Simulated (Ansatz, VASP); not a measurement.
One calculation of Co, two programs

```
Co
1.0
     2.35245    0.00000    0.00000
    -1.17622    2.03728    0.00000
     0.00000    0.00000    7.62318
Co
4
Direct
  0.00000 0.00000 0.00000
  0.00000 0.00000 0.50000
  0.33333 0.66667 0.25000
  0.66667 0.33333 0.75000
```

Alike in both runs: task single point; functional PBEsol; k mesh 16 × 16 × 5; occupations fermi-dirac, width 0.05 eV; collinear spin.

|  | VASP | Ansatz |
| --- | --- | --- |
| version | VASP 6.6.1 | Ansatz 0.2.0 |
| potentials or method | VASP PAW PBE potentials, release 64 (Co), cutoff 520 eV | plane waves (420 eV) with PAW, scalar-relativistic |
| valence electrons in the cell | 36 | 68 |

|  | VASP | Ansatz | Ansatz less VASP |
| --- | --- | --- | --- |
| net moment per atom (μB) | 1.50 | 1.50 | +0.003 |
| size of the moment on the site where the two differ most (μB) | 1.49 | 1.56 | +0.067 |

VASP's potentials were made for PBE, not for PBEsol, and Ansatz warns of the same on its side. Site moments also hang on the region over which each program counts them. VASP's potentials hold 36 valence electrons a cell and Ansatz's 68, so a difference there can come from the potentials and not from the codes.
